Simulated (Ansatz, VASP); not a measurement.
**CoH3: VASP beside Ansatz**

```
CELL_PARAMETERS angstrom
4.25249 0.00000 0.00000
-2.12624 3.68276 0.00000
0.00000 0.00000 3.07537
ATOMIC_POSITIONS crystal
Co 0.33333 0.66667 0.50000
Co 0.66667 0.33333 0.50000
H 0.50000 0.00000 0.00000
H 0.00000 0.50000 0.00000
H 0.50000 0.50000 0.00000
H 0.33333 0.66667 0.00000
H 0.66667 0.33333 0.00000
H 0.00000 0.00000 0.50000
```

Alike in both runs: functional PBE; k mesh 4 × 4 × 3; occupations gaussian, width 0.15 eV; collinear spin.

Ansatz relaxed the structure, and its values are those at the end. VASP's run is a single point on that final structure, the one shown.

```csv
,VASP,Ansatz
version,VASP 6.6.1,Ansatz 0.2.0
potentials or method,"VASP PAW PBE potentials, release 64 (Co, H), cutoff 520 eV","scalar-relativistic, plane waves, PAW"
valence electrons in the cell,24,40
```

```tsv
	VASP	Ansatz	Ansatz less VASP
gap on the k mesh at the Fermi level (eV)	none	none	-
pressure (GPa)	0.1	0.2	+0.15
net moment per atom (μB)	0.25	0.25	0.000
size of the moment on the site where the two differ most (μB)	1.02	0.87	-0.151
```

Site moments also hang on the region over which each program counts them. A gap of «none» marks a metal or a gap that the smearing closes. VASP's potentials hold 24 valence electrons a cell and Ansatz's 40, so a difference there can come from the potentials and not from the codes.

The k mesh is coarse, so the values compare programs but aren't converged.
